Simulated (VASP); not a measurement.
Input of a VASP 6.6.1 run:

INCAR

```
  PREC = Accurate
  ENCUT = 520
  EDIFF = 1E-6
  ISMEAR = -1
  SIGMA = 0.05
  LREAL = Auto
  LASPH = True
  NELM = 60
  ALGO = Normal
  ISIF = 2
  LWAVE = False
  LCHARG = False
  GGA = PE
  IVDW = 12
  NBANDS = 47
```

KPOINTS

```
Automatic mesh
0
Gamma
  1 1 1
```

Contents of POSCAR:

```
H14CO7
1.0
    5.7770000000      0.0000000000      0.0000000000
    0.0000000000      5.7770000000      0.0000000000
    0.0000000000      0.0000000000      5.7770000000
O H C
7 14 1
Direct
    0.1179851134      0.7589752467      0.5470140211
    0.2835727886      0.8027176735      0.0783970919
    1.0638912931      0.3421325948      0.2837978189
    0.8299809590      0.3405746927      0.8919681496
    0.3967457158      0.2849229704      0.7058161676
    0.6377185390      0.7066643587      0.7824130171
    0.7104725636      0.0527609486      0.4008828111
    0.2458023195      0.8379089493      0.4755928683
    0.1234377705      0.8120823957      0.7091570019
    0.4229703999      0.7826899775     -0.0335987537
    0.2275748658      0.6546477410      0.0890600658
    1.0470659512      0.4714730829      0.3921239398
    0.9415613640      0.2406785529      0.3679591483
    0.9541803704      0.3631988922      1.0118227454
    0.8827245975      0.2124978362      0.7941665224
    0.5070105591      0.2306560499      0.8232127402
    0.4081530206      0.4525878484      0.7115804051
    0.7332698633      0.7682534187      0.6464774104
    0.7168253419      0.5591310369      0.8184697940
    0.4156828804      0.1593906872      0.2665397265
    0.6321793318      0.3896832266      0.3557555825
    0.5703133114      0.2142288385      0.3705210317
```

Potentials or basis: VASP PAW PBE potentials, release 64 (O, H, C).

Launch:

```sh
$ cat potpaw_PBE.64/O/POTCAR potpaw_PBE.64/H/POTCAR potpaw_PBE.64/C/POTCAR > POTCAR
$ mpirun -np 1 vasp_gam > vasp.out
```

(1) Predict the dispersion energy per atom.

(2) Estimate the largest force.

Results:

(1) -0.043 eV.

(2) 4.280 eV/Å.

Caveat: the k points lie up to 1.09 Å⁻¹ apart.
